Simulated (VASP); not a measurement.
A run of VASP 6.6.1 is set up as follows.

INCAR

```
ALGO = Normal
EDIFF = 1E-8
ENCUT = 400
GGA = PS
GGA_COMPAT = False
ISIF = 2
ISMEAR = -1
LASPH = True
LCHARG = False
LEFG = True
LREAL = False
LWAVE = False
NBANDS = 8
NELM = 120
PREC = Accurate
SIGMA = 0.03
```

File KPOINTS:

```
k-points
0
Gamma
  13 13 7
```

The input POSCAR:

```
H
1.0
    2.0149994853      0.0000000000      0.0000000000
   -1.0074997427      1.7450407429      0.0000000000
    0.0000000000      0.0000000000      3.2370000000
H
2
Direct
    0.3333333333      0.6666666667      0.2500000000
    0.6666666667      0.3333333333      0.7500000000
```

Potentials or basis: VASP PAW PBE potentials, release 64 (H).

Run with:

```sh
$ cat potpaw_PBE.64/H/POTCAR > POTCAR
$ mpirun -np 1 vasp_std > vasp.out
```

(1) Estimate the band gap on the k mesh.

(2) Predict the pressure.

Answers

(1) zero (bands 1 and 2 overlap by 8.82 eV).

(2) -26.2 GPa.

Caveat: the cell stands under tension; the atoms stand far beyond bonding distance, and open shells without spin polarisation read as a metal; without QUAD_EFG the Cq values of the log hold for a quadrupole moment of 1 mb, not for the nuclei; the PAW data sets were made with another functional, which shifts forces and pressure a little.
